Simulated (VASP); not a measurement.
**ZnSb2C: single point with r2SCAN**

ZnSb2C:

```xyz
8
Lattice="3.8871 0.0000 0.0000 0.0000 3.8871 0.0000 0.0000 0.0000 11.5679" Properties=species:S:1:pos:R:3 pbc="T T T"
Zn    1.9435    0.0000    9.8990
Zn    0.0000    1.9435    1.6689
Sb    1.9435    1.9435    0.0000
Sb    0.0000    0.0000    3.4151
Sb    1.9435    1.9435    5.7840
Sb    0.0000    0.0000    8.1528
C     1.9435    0.0000    4.6408
C     0.0000    1.9435    6.9271
```

| Quantity | Value |
| --- | --- |
| Program | VASP 6.6.1 |
| Task | single point |
| Functional | r2SCAN |
| Potentials or basis | VASP PAW PBE potentials, release 64 (Zn, Sb, C) |
| Cutoff | 520 eV |
| k mesh | 6 × 6 × 2 |
| Occupations | fermi-dirac, width 0.02 eV |
| Spin | no spin polarisation |

| Property | Result |
| --- | --- |
| Pressure | 0.2 GPa |
| Largest force | 0.016 eV/Å |
| Band gap on the k mesh | zero (bands 26 and 27 overlap by 0.25 eV) |

Forces on the atoms (eV/Å):
```
Zn   0.000  0.000 -0.011
Zn   0.000  0.000  0.011
Sb   0.000  0.000  0.000
Sb   0.000  0.000 -0.016
Sb   0.000  0.000  0.000
Sb   0.000  0.000  0.016
C    0.000  0.000 -0.004
C    0.000  0.000  0.004
```

Levels at points of the mesh, in eV from the Fermi level:
```csv
k point,band 24,band 25,band 26,band 27,band 28,band 29
"(0.00, 0.00, 0.00)",-0.46,-0.34,-0.34,-0.27,0.94,1.05
"(0.50, 0.00, 0.00)",-1.82,-0.81,-0.43,0.25,1.00,2.41
"(0.50, 0.50, 0.00)",-2.99,-2.99,-2.20,0.86,0.86,1.64
"(0.00, 0.00, 0.50)",-0.44,-0.19,-0.19,0.35,0.36,0.76
"(0.50, 0.00, 0.50)",-2.65,-0.33,-0.02,0.24,1.00,1.99
"(0.50, 0.50, 0.50)",-3.11,-3.11,-2.26,1.55,1.55,2.15
```

It took 13 min on 1 thread of Oxide Virtual Turin-like Processor, on a shared host, peak memory 0.33 GiB.

Caveat: semilocal functionals underestimate gaps, and a narrow one can read as zero; the PAW data sets were made with another functional, which shifts forces and pressure a little; spin-orbit coupling is left out, which moves the levels of the heavy elements.
